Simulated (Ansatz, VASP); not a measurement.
**ZnAu in VASP and in Ansatz**

Contents of INCAR:

```
PREC     = Accurate       # precision mode
ENCUT    = 520            # plane-wave cutoff, eV
EDIFF    = 1E-6           # SCF threshold, eV
ISMEAR   = -1             # smearing method
SIGMA    = 0.05           # smearing width, eV
LREAL    = F              # projectors in reciprocal space
LASPH    = T              # aspherical terms in the spheres
NELM     = 80             # most SCF steps
ALGO     = Normal         # electronic algorithm
ISIF     = 2              # what is computed and relaxed
LWAVE    = F              # write WAVECAR
LCHARG   = F              # write CHGCAR
GGA      = PE             # functional
NBANDS   = 18             # bands
```

KPOINTS

```
Automatic mesh
0
Gamma
  13 13 13
```

File POSCAR:

```
ZnAu
1.0
    3.1784700000      0.0000000000      0.0000000000
    0.0000000000      3.1784700000      0.0000000000
    0.0000000000      0.0000000000      3.1470000000
Zn Au
1 1
Direct
    0.5000000000      0.5000000000      0.5000000000
    0.0000000000      0.0000000000      0.0000000000
```

Input for Ansatz:

```yaml
crystal:
  lattice:
    - [3.17847, 0.0, 0.0]
    - [0.0, 3.17847, 0.0]
    - [0.0, 0.0, 3.147]
  atoms:
    - { symbol: Zn, position: [0.5, 0.5, 0.5] }
    - { symbol: Au, position: [0.0, 0.0, 0.0] }
kpoints:
  mp_grid: { grid: [13, 13, 13] }
scf:
  occupations: { method: fermi_dirac, width: 0.05 }
hamiltonian:
  xc: pbe
  pseudopotentials: { kind: all_electron, lapw: { basis_error: 0.0005 } }
output:
  forces: true
  stress: true
  eigenvalues: true
```

Change from the starting cell: x and y stretched by +1 %, z held.

Alike in both runs: task single point; functional PBE; k mesh 13 × 13 × 13; occupations fermi-dirac, width 0.05 eV; no spin polarisation.

```csv
,VASP,Ansatz
version,VASP 6.6.1,Ansatz 0.2.0
potentials or method,"VASP PAW PBE potentials, release 64 (Zn, Au), cutoff 520 eV","all-electron LAPW, scalar-relativistic"
```

Ansatz gave:

| Quantity | Value |
| --- | --- |
| pressure (GPa) | 2.2 |
| traceless stress, the component that is largest in VASP (GPa) | -0.26 |

**Question.** What did VASP give for the same quantities?

**Answer.** Pressure (GPa): 2.3; traceless stress, the component that is largest in VASP (GPa): -0.26.

Ansatz ran all-electron here, and VASP with PAW potentials.

Spin-orbit coupling is off throughout.
